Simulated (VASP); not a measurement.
# ZnSe2 (Pa-3) in VASP: further runs, part 2 of 2

VASP 6.6.1. Earlier steps stand in the parts before.

## (4) Single point, PBEsol

This run uses another cell than the first one, of 19.00 Å³/atom, 1.050 times its volume.

INCAR

```
  PREC = Accurate
  ENCUT = 500
  EDIFF = 1E-6
  ISMEAR = 0
  SIGMA = 0.02
  LREAL = False
  LASPH = True
  NELM = 120
  ALGO = Normal
  ISIF = 2
  LWAVE = False
  LCHARG = False
  GGA = PS
  NBANDS = 60
  GGA_COMPAT = False
```

KPOINTS

```
Automatic mesh
0
Gamma
  4 4 4
```

POSCAR

```
ZnSe2
1.0
    6.1095117197      0.0000000000      0.0000000000
    0.0000000000      6.1095117197      0.0000000000
    0.0000000000      0.0000000000      6.1095117197
Zn Se
4 8
Direct
    0.5000000000      0.5000000000      0.0000000000
    0.5000000000      0.0000000000      0.5000000000
    0.0000000000      0.5000000000      0.5000000000
    0.0000000000      0.0000000000      0.0000000000
    0.1114748244      0.8885251756      0.3885251756
    0.8885251756      0.3885251756      0.1114748244
    0.3885251756      0.1114748244      0.8885251756
    0.6114748244      0.6114748244      0.6114748244
    0.8885251756      0.1114748244      0.6114748244
    0.1114748244      0.6114748244      0.8885251756
    0.6114748244      0.8885251756      0.1114748244
    0.3885251756      0.3885251756      0.3885251756
```

Potentials or basis: VASP PAW PBE potentials, release 64 (Zn, Se).

Started as:

```
cat potpaw_PBE.64/Zn/POTCAR potpaw_PBE.64/Se/POTCAR > POTCAR
mpirun -np 1 vasp_std > vasp.out
```

OUTCAR:

```text
PREC = Accurate
   ENCUT = 500
   EDIFF = 1E-6
   ISMEAR = 0
   LREAL = False
   LASPH = True
   NELM = 120
   ISIF = 2
   GGA = PS

 ion  position               nearest neighbor table
   1  0.500  0.500  0.000-   6 2.56   7 2.56   8 2.56  10 2.56  11 2.56  12 2.56
   2  0.500  0.000  0.500-   5 2.56   7 2.56   8 2.56   9 2.56  11 2.56  12 2.56
   3  0.000  0.500  0.500-   5 2.56   6 2.56   8 2.56   9 2.56  10 2.56  12 2.56
   4  0.000  0.000  0.000-   5 2.56   6 2.56   7 2.56   9 2.56  10 2.56  11 2.56
   5  0.111  0.889  0.389-   9 2.36   3 2.56   4 2.56   2 2.56
   6  0.889  0.389  0.111-  10 2.36   3 2.56   4 2.56   1 2.56
   7  0.389  0.111  0.889-  11 2.36   2 2.56   4 2.56   1 2.56
   8  0.611  0.611  0.611-  12 2.36   2 2.56   3 2.56   1 2.56
   9  0.889  0.111  0.611-   5 2.36   3 2.56   4 2.56   2 2.56
  10  0.111  0.611  0.889-   6 2.36   3 2.56   4 2.56   1 2.56
  11  0.611  0.889  0.111-   7 2.36   2 2.56   4 2.56   1 2.56
  12  0.389  0.389  0.389-   8 2.36   2 2.56   3 2.56   1 2.56

  LATTYP: Found a simple cubic cell.
 ALAT       =     6.1095117197

  Lattice vectors:

 A1 = (   6.1095117197,   0.0000000000,   0.0000000000)
 A2 = (   0.0000000000,   6.1095117197,   0.0000000000)
 A3 = (   0.0000000000,   0.0000000000,   6.1095117197)

Analysis of symmetry for initial positions (statically):
=====================================================================
 Subroutine PRICEL returns:
 Original cell was already a primitive cell.

 Routine SETGRP: Setting up the symmetry group for a
 simple cubic supercell.

 Subroutine GETGRP returns: Found 24 space group operations
 (whereof  6 operations were pure point group operations)
 out of a pool of 48 trial point group operations.

The static configuration has the point symmetry S_6 .
 The point group associated with its full space group is T_h .

Analysis of symmetry for dynamics (positions and initial velocities):
=====================================================================
 Subroutine PRICEL returns:
 Original cell was already a primitive cell.

 Routine SETGRP: Setting up the symmetry group for a
 simple cubic supercell.

 Subroutine GETGRP returns: Found 24 space group operations
 (whereof  6 operations were pure point group operations)
 out of a pool of 48 trial point group operations.

The dynamic configuration has the point symmetry S_6 .
 The point group associated with its full space group is T_h .

 Subroutine INISYM returns: Found 24 space group operations
 (whereof  6 operations are pure point group operations),
 and found     1 'primitive' translations

----------------------------------------------------------------------------------------

                                     Primitive cell

  volume of cell :     228.0444

  direct lattice vectors                    reciprocal lattice vectors
     6.109511720  0.000000000  0.000000000     0.163679202  0.000000000  0.000000000
     0.000000000  6.109511720  0.000000000     0.000000000  0.163679202  0.000000000
     0.000000000  0.000000000  6.109511720     0.000000000  0.000000000  0.163679202

[... 71 lines left out ...]
   k-points           NKPTS =     11   k-points in BZ     NKDIM =     11   number of bands    NBANDS=     60
   number of dos      NEDOS =    301   number of ions     NIONS =     12
   total plane-waves  NPLWV = 110592
   dimension x,y,z NGX =    48 NGY =   48 NGZ =   48
   dimension x,y,z NGXF=    96 NGYF=   96 NGZF=   96
   ions per type =               4   8
   NGX,Y,Z   is equivalent  to a cutoff of  13.06, 13.06, 13.06 a.u.
   NGXF,Y,Z  is equivalent  to a cutoff of  26.12, 26.12, 26.12 a.u.
 SYSTEM =  unknown system
   PREC   = accura    normal or accurate (medium, high low for compatibility)
   ISTART =      0    job   : 0-new  1-cont  2-samecut
   ICHARG =      2    charge: 1-file 2-atom 10-const
   ISPIN  =      1    spin polarized calculation?
   LNONCOLLINEAR =      F non collinear calculations
   LSORBIT =      F    spin-orbit coupling
   LASPH  =      T    aspherical Exc in radial PAW
   ENCUT  =  500.0 eV  36.75 Ry    6.06 a.u.  11.14 11.14 11.14*2*pi/ulx,y,z
   NELM   =    120;   NELMIN=  2; NELMDL= -5     # of ELM steps
   EDIFF  = 0.1E-05   stopping-criterion for ELM
   LREAL  =      F    real-space projection
   EDIFFG = 0.1E-04   stopping-criterion for IOM
   NSW    =      0    number of steps for IOM
   IBRION =     -1    ionic relax: 0-MD 1-quasi-New 2-CG
   NFREE  =      0    steps in history (QN), initial steepest desc. (CG)
   ISIF   =      2    stress and relaxation
   ISYM   =      2    0-nonsym 1-usesym 2-fastsym
   POTIM  = 0.5000    time-step for ionic-motion
   TEBEG  =    0.0;   TEEND  =   0.0 temperature during run
   PSTRESS=    0.0 pullay stress
   NELECT =      96.0000    total number of electrons
   NUPDOWN=      -1.0000    fix difference up-down
   EMIN   =  10.00;   EMAX   =-10.00  energy-range for DOS
   EFERMI =   0.00;   METHOD = LEGACY
   ISMEAR =     0;   SIGMA  =   0.02  broadening in eV -4-tet -1-fermi 0-gaus
   EFERMI_NEDOS =   21; number of points for ismear=-14 and -15
   IALGO  =     38    algorithm
   IMIX   =      4    mixing-type and parameters
     AMIX     =   0.40;   BMIX     =  1.00
     AMIX_MAG =   1.60;   BMIX_MAG =  1.00
  volume/ion in A,a.u.               =      19.00       128.24
  Fermi-wavevector in a.u.,A,eV,Ry     =   1.226946  2.318592 20.482159  1.505396
  Thomas-Fermi vector in A             =   2.361928
   LORBIT       =      0    0 simple, 1 ext, 2 COOP (PROOUT), +10 PAW based schemes
   GGA     = PS    functional components
   LHFCALC =     F    Hartree Fock is set to
   AEXX    =    0.0000 exact exchange contribution
   IVDW    =     0    specifies the selected vdW correction
   LEPSILON=     F    determine dielectric tensor
   LRPA    =     F    only Hartree local field effects (RPA)
 non-spin polarized calculation
 Gauss-broadening in eV      SIGMA  =   0.02
  energy-cutoff  :      500.00
  volume of cell :      228.04
 maximum number of plane-waves:      5832
 NGX is ok and might be reduce to    48
   NGX = 23   NGY = 23   NGZ = 23

 number of electron      95.9999998 magnetization

 Free energy of the ion-electron system (eV)
  ---------------------------------------------------
  ext. energy  EPLUGINS =         0.00000000
  ---------------------------------------------------
  free energy    TOTEN  =       -40.98048269 eV

  energy without entropy =      -40.98048269  energy(sigma->0) =      -40.98048269

 E-fermi :   4.8777     XC(G=0): -10.6749

 val. band max:        4.7432842989   @ k =   0.0000   0.0000   0.0000
 cond. band min:       5.3338825734   @ k =   0.0000   0.0000   0.0000
 fundamental gap:      0.5905982745
 Fermi energy:         4.8776582980

 k-point     1 :       0.0000    0.0000    0.0000
  band No.  band energies     occupation
      1     -11.4043      2.00000
      2     -10.0278      2.00000
      3     -10.0278      2.00000
      4     -10.0278      2.00000
      5      -7.8552      2.00000
      6      -7.8552      2.00000
[... 682 lines left out ...]
     59       9.2694      0.00000
     60       9.2694      0.00000

------------------------ aborting loop because EDIFF is reached ----------------------------------------

  FORCE on cell =-STRESS in cart. coord.  units (eV):
  Direction    XX          YY          ZZ          XY          YZ          ZX
  --------------------------------------------------------------------------------------
  -------------------------------------------------------------------------------------
  Total        7.5922730      7.5922730      7.5922730      0.0000000     -0.0000000     -0.0000000
  in kB       53.3412132     53.3412132     53.3412132      0.0000000     -0.0000000     -0.0000000
  external PRESSURE =      53.3412132 kB  Pullay stress =       0.0000000 kB

 VOLUME and BASIS-vectors are now :
 -----------------------------------------------------------------------------
  energy-cutoff  :      500.00
  volume of cell :      228.04
      direct lattice vectors                 reciprocal lattice vectors
     6.109511720  0.000000000  0.000000000     0.163679202  0.000000000  0.000000000
     0.000000000  6.109511720  0.000000000     0.000000000  0.163679202  0.000000000
     0.000000000  0.000000000  6.109511720     0.000000000  0.000000000  0.163679202

 POSITION                                       TOTAL-FORCE (eV/Angst)
 -----------------------------------------------------------------------------------
      3.05476      3.05476      0.00000         0.000000      0.000000      0.000000
      3.05476      0.00000      3.05476         0.000000      0.000000      0.000000
      0.00000      3.05476      3.05476         0.000000      0.000000      0.000000
      0.00000      0.00000      0.00000         0.000000      0.000000      0.000000
      0.68106      5.42845      2.37370         0.016811     -0.016811     -0.016811
      5.42845      2.37370      0.68106        -0.016811     -0.016811      0.016811
      2.37370      0.68106      5.42845        -0.016811      0.016811     -0.016811
      3.73581      3.73581      3.73581         0.016811      0.016811      0.016811
      5.42845      0.68106      3.73581        -0.016811      0.016811      0.016811
      0.68106      3.73581      5.42845         0.016811      0.016811     -0.016811
      3.73581      5.42845      0.68106         0.016811     -0.016811      0.016811
      2.37370      2.37370      2.37370        -0.016811     -0.016811     -0.016811
 -----------------------------------------------------------------------------------
    total drift:                               -0.000000      0.000000     -0.000000

  FREE ENERGIE OF THE ION-ELECTRON SYSTEM (eV)
  ---------------------------------------------------
  free  energy   TOTEN  =       -40.9804826854 eV

  energy  without entropy=      -40.9804826854  energy(sigma->0) =      -40.98048269
```

Wall time 2.3 min (1 thread of Intel Xeon 6975P-C, shared host); peak memory 0.38 GiB.

Results:

* Free energy: -40.9805 eV
* Pressure: 5.3 GPa
* Largest force: 0.029 eV/Å
* Band gap on the k mesh: 0.59 eV, direct

Forces on the atoms (eV/Å):
```
Zn   0.000  0.000  0.000
Zn   0.000  0.000  0.000
Zn   0.000  0.000  0.000
Zn   0.000  0.000  0.000
Se   0.017 -0.017 -0.017
Se  -0.017 -0.017  0.017
Se  -0.017  0.017 -0.017
Se   0.017  0.017  0.017
Se  -0.017  0.017  0.017
Se   0.017  0.017 -0.017
Se   0.017 -0.017  0.017
Se  -0.017 -0.017 -0.017
```

Caveat: the PAW data sets were made with another functional, which shifts forces and pressure a little.

## (5) Single point, PBEsol

This run uses another cell than the first one, of 19.69 Å³/atom, 1.088 times its volume.

INCAR

```
SYSTEM = ZnSe2
PREC = Accurate
ENCUT = 500
EDIFF = 1E-6
ISMEAR = 0
SIGMA = 0.02
LREAL = .FALSE.
LASPH = .TRUE.
NELM = 120
ALGO = Normal
ISIF = 2
LWAVE = .FALSE.
LCHARG = .FALSE.
GGA = PS
NBANDS = 60
GGA_COMPAT = .FALSE.
```

KPOINTS

```
regular mesh
0
G
  4 4 4
  0 0 0
```

POSCAR

```
ZnSe2
1.0
    6.1825041192      0.0000000000      0.0000000000
    0.0000000000      6.1825041192      0.0000000000
    0.0000000000      0.0000000000      6.1825041192
Zn Se
4 8
Direct
    0.5000000000      0.5000000000      0.0000000000
    0.5000000000      0.0000000000      0.5000000000
    0.0000000000      0.5000000000      0.5000000000
    0.0000000000      0.0000000000      0.0000000000
    0.1106403544      0.8893596456      0.3893596456
    0.8893596456      0.3893596456      0.1106403544
    0.3893596456      0.1106403544      0.8893596456
    0.6106403544      0.6106403544      0.6106403544
    0.8893596456      0.1106403544      0.6106403544
    0.1106403544      0.6106403544      0.8893596456
    0.6106403544      0.8893596456      0.1106403544
    0.3893596456      0.3893596456      0.3893596456
```

Started as:

```
cat potpaw_PBE.64/Zn/POTCAR potpaw_PBE.64/Se/POTCAR > POTCAR
mpirun -np 1 vasp_std > vasp.out
```

Run time: 2.6 min. Hardware: 1 thread of Intel Xeon 6975P-C, shared host; peak memory 0.37 GiB.

Results (log left out):

```yaml
Free_energy: -41.1723 eV
Pressure: 2.3 GPa
Largest_force: 0.026 eV/Å
Band_gap_on_the_k_mesh: 0.70 eV, indirect (least direct gap 0.73 eV)
```

Forces on the atoms (eV/Å):
```
Zn   0.000  0.000  0.000
Zn   0.000  0.000  0.000
Zn   0.000  0.000  0.000
Zn   0.000  0.000  0.000
Se   0.015 -0.015 -0.015
Se  -0.015 -0.015  0.015
Se  -0.015  0.015 -0.015
Se   0.015  0.015  0.015
Se  -0.015  0.015  0.015
Se   0.015  0.015 -0.015
Se   0.015 -0.015  0.015
Se  -0.015 -0.015 -0.015
```

Levels at points of the mesh, in eV from the valence-band top:
| k point | band 44 | band 45 | band 46 | band 47 | band 48 | band 49 | band 50 | band 51 | band 52 | band 53 |
| --- | --- | --- | --- | --- | --- | --- | --- | --- | --- | --- |
| (0.00, 0.00, 0.00) | -0.85 | -0.85 | -0.85 | 0.00 | 0.00 | 0.73 | 1.63 | 2.17 | 2.17 | 2.17 |
| (0.50, 0.00, 0.00) | -2.21 | -1.54 | -1.54 | -0.17 | -0.17 | 1.18 | 1.18 | 1.21 | 1.21 | 3.16 |
| (0.50, 0.50, 0.00) | -1.91 | -1.62 | -1.62 | -1.62 | -1.62 | 1.15 | 1.15 | 1.15 | 1.15 | 2.81 |
| (0.50, 0.50, 0.50) | -2.48 | -1.98 | -1.98 | -1.98 | -1.98 | 1.11 | 1.11 | 1.11 | 1.11 | 2.87 |

Caveat: the PAW data sets were made with another functional, which shifts forces and pressure a little.

## (6) Single point, PBEsol

This run uses another cell than the first one, of 20.89 Å³/atom, 1.154 times its volume.

INCAR

```
PREC = Accurate
ENCUT = 500
EDIFF = 1E-6
ISMEAR = 0
SIGMA = 0.02
LREAL = False
LASPH = True
NELM = 120
ALGO = Normal
ISIF = 2
LWAVE = False
LCHARG = False
GGA = PS
NBANDS = 60
GGA_COMPAT = False
```

KPOINTS

```
regular mesh
0
Gamma
  4 4 4
```

POSCAR

```
ZnSe2
1.0
    6.3048935403      0.0000000000      0.0000000000
    0.0000000000      6.3048935403      0.0000000000
    0.0000000000      0.0000000000      6.3048935403
Zn Se
4 8
Direct
    0.5000000000      0.5000000000      0.0000000000
    0.5000000000      0.0000000000      0.5000000000
    0.0000000000      0.5000000000      0.5000000000
    0.0000000000      0.0000000000      0.0000000000
    0.1091627917      0.8908372083      0.3908372083
    0.8908372083      0.3908372083      0.1091627917
    0.3908372083      0.1091627917      0.8908372083
    0.6091627917      0.6091627917      0.6091627917
    0.8908372083      0.1091627917      0.6091627917
    0.1091627917      0.6091627917      0.8908372083
    0.6091627917      0.8908372083      0.1091627917
    0.3908372083      0.3908372083      0.3908372083
```

Potentials or basis: VASP PAW PBE potentials, release 64 (Zn, Se).

Started as:

```
cat potpaw_PBE.64/Zn/POTCAR potpaw_PBE.64/Se/POTCAR > POTCAR
mpirun -np 1 vasp_std > vasp.out
```

Run time: 2.7 min. Hardware: 1 thread of Intel Xeon 6975P-C, shared host; peak memory 0.38 GiB.

Results (log left out):

```yaml
Free_energy: -41.1810 eV
Pressure: -1.8 GPa
Largest_force: 0.027 eV/Å
Band_gap_on_the_k_mesh: 0.73 eV, indirect (least direct gap 0.93 eV)
```

Forces on the atoms (eV/Å):
```
Zn   0.000  0.000  0.000
Zn   0.000  0.000  0.000
Zn   0.000  0.000  0.000
Zn   0.000  0.000  0.000
Se   0.016 -0.016 -0.016
Se  -0.016 -0.016  0.016
Se  -0.016  0.016 -0.016
Se   0.016  0.016  0.016
Se  -0.016  0.016  0.016
Se   0.016  0.016 -0.016
Se   0.016 -0.016  0.016
Se  -0.016 -0.016 -0.016
```

Levels at points of the mesh, in eV from the valence-band top:
```csv
k point,band 45,band 46,band 47,band 48,band 49,band 50,band 51,band 52
"(0.00, 0.00, 0.00)",-0.76,-0.76,0.00,0.00,0.96,1.33,2.13,2.13
"(0.50, 0.00, 0.00)",-1.49,-1.49,-0.16,-0.16,1.20,1.20,1.26,1.26
"(0.50, 0.50, 0.00)",-1.52,-1.52,-1.52,-1.52,1.18,1.18,1.18,1.18
"(0.50, 0.50, 0.50)",-1.92,-1.92,-1.92,-1.92,1.23,1.23,1.23,1.23
```

Caveat: the PAW data sets were made with another functional, which shifts forces and pressure a little.

## (7) Summary

```csv
cell,gap on the mesh (eV),pressure (GPa),largest force (eV/Å)
"a = 6.011 Å, 12 atoms",0.38,10.4,0.03
"a = 6.110 Å, 12 atoms",0.59,5.3,0.03
"a = 6.183 Å, 12 atoms",0.70,2.3,0.03
"a = 6.305 Å, 12 atoms",0.73,-1.8,0.03
```

Alike in all rows: task single point; level PBEsol; potentials or basis VASP PAW PBE potentials, release 64 (Zn, Se); no spin polarisation; k mesh 4 × 4 × 4; cutoff (eV) 500; smearing gaussian 0.02 eV.

Caveats: the PAW data sets were made with another functional, which shifts forces and pressure a little.

Total energies depend on the potentials used, so only differences within one code and one set of settings carry meaning.
